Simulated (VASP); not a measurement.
Here is a VASP 6.6.1 calculation.

The input POSCAR:

```
Ge
1.0
    0.0000000000      2.7580507500      2.6873315000
    2.7580507500      0.0000000000      2.6873315000
    2.7580507500      2.7580507500      0.0000000000
Ge
2
Direct
    0.5000000000      0.5000000000      0.5000000000
    0.7500000000      0.7500000000      0.7500000000
```

The input INCAR.step1:

```
PREC     = Accurate       # precision mode
ENCUT    = 520            # plane-wave cutoff, eV
ISMEAR   = 0              # smearing method
SIGMA    = 0.05           # smearing width, eV
LREAL    = F              # projectors in reciprocal space
LASPH    = T              # aspherical terms in the spheres
NELM     = 60             # most SCF steps
NBANDS   = 21             # bands
GGA      = PE             # functional
ALGO     = Normal         # electronic algorithm
EDIFF    = 1E-4           # SCF threshold, eV
LWAVE    = T              # write WAVECAR
LCHARG   = F              # write CHGCAR
```

Contents of INCAR.step2:

```
PREC     = Accurate       # precision mode
ENCUT    = 520            # plane-wave cutoff, eV
EDIFF    = 1E-6           # SCF threshold, eV
ISMEAR   = 0              # smearing method
SIGMA    = 0.05           # smearing width, eV
LREAL    = F              # projectors in reciprocal space
LASPH    = T              # aspherical terms in the spheres
NELM     = 60             # most SCF steps
ALGO     = Normal         # electronic algorithm
ISIF     = 2              # what is computed and relaxed
LWAVE    = F              # write WAVECAR
LCHARG   = F              # write CHGCAR
METAGGA  = R2SCAN         # meta-GGA
LMIXTAU  = T            
NBANDS   = 21             # bands
ISTART   = 1
```

KPOINTS

```
regular mesh
0
Gamma
  10 10 10
```

Potentials or basis: VASP PAW PBE potentials, release 64 (Ge_d).

The run is started by

```console
$ cat potpaw_PBE.64/Ge_d/POTCAR > POTCAR
$ cp INCAR.step1 INCAR
$ mpirun -np 1 vasp_std > vasp.out
$ cp INCAR.step2 INCAR
$ mpirun -np 1 vasp_std > vasp.out
```

Estimate the band gap on the k mesh.

0.28 eV (least direct gap 1.27 eV).

What does it give for the pressure?

10.4 GPa.

Stress tensor (GPa, compression positive):
```
 9.71  0.00  0.00
 0.00  9.71  0.00
 0.00  0.00 11.83
```

Caveat: the cell differs from its parent crystal (strain -0.025 along x and y, -0.050 along z); the cell stands under pressure; the PAW data sets were made with another functional, which shifts forces and pressure a little. A k mesh can miss the band edges.
